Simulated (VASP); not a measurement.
A run of VASP 6.6.1:

INCAR

```
SYSTEM = BeNi
ALGO = Normal ; EDIFF = 1E-6
ENCUT = 520 ; GGA = PS
ISIF = 2 ; ISMEAR = 0
ISPIN = 2 ; LASPH = .True.
LCHARG = .False. ; LMAXMIX = 4
LORBIT = 11 ; LREAL = .False.
LWAVE = .False. ; MAGMOM = 0 1.5
NBANDS = 17 ; NELM = 150
PREC = Accurate ; SIGMA = 0.05
```

Contents of KPOINTS:

```
k-points
0
Gamma
  9 9 9
  0 0 0
```

POSCAR

```
BeNi
1.0
    2.5833561735      0.0000000000      0.0000000000
    0.0000000000      2.5833561735      0.0000000000
    0.0000000000      0.0000000000      2.5833561735
Be Ni
1 1
Direct
    0.0000000000      0.0000000000      0.0000000000
    0.5000000000      0.5000000000      0.5000000000
```

Potentials or basis: VASP PAW PBE potentials, release 64 (Be, Ni).

Command:

```bash
$ cat potpaw_PBE.64/Be/POTCAR potpaw_PBE.64/Ni/POTCAR > POTCAR
$ mpirun -np 1 vasp_std > vasp.out
```

Hardware: 1 thread of Intel(R) Xeon(R) Platinum 8259CL CPU @ 2.50GHz (Skylake/Cascade Lake), with other jobs on the host.

How long does it take, and how much memory?

It took 16 s on 1 thread of Intel(R) Xeon(R) Platinum 8259CL CPU @ 2.50GHz (Skylake/Cascade Lake), on a shared host, peak memory 0.13 GiB. Counts: scf iterations 14, k points 35.
